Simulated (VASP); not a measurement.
A run of VASP 6.6.1 is set up as follows.

Contents of INCAR:

```
SYSTEM = Ca
ALGO = Normal
EDIFF = 1E-6
ENCUT = 520
GGA = PS
ISIF = 2
ISMEAR = -1
LASPH = .TRUE.
LCHARG = .FALSE.
LREAL = .FALSE.
LWAVE = .FALSE.
NBANDS = 11
NELM = 100
PREC = Accurate
SIGMA = 0.05
```

Contents of KPOINTS:

```
k-points
0
G
  13 13 13
  0 0 0
```

The input POSCAR:

```
Ca
1.0
    0.0000000000      2.3630912642      2.3630912642
    2.3630912642      0.0000000000      2.3630912642
    2.3630912642      2.3630912642      0.0000000000
Ca
1
Direct
    0.0000000000      0.0000000000      0.0000000000
```

Potentials or basis: VASP PAW PBE potentials, release 64 (Ca_sv).

The run is started by

```sh
$ cat potpaw_PBE.64/Ca_sv/POTCAR > POTCAR
$ mpirun -np 1 vasp_std > vasp.out
```

Predict the pressure.

15.0 GPa.

Predict the band gap on the k mesh.

0.15 eV, indirect (least direct gap 0.24 eV).

Caveat: the PAW data sets were made with another functional, which shifts forces and pressure a little. A k mesh can miss the band edges.
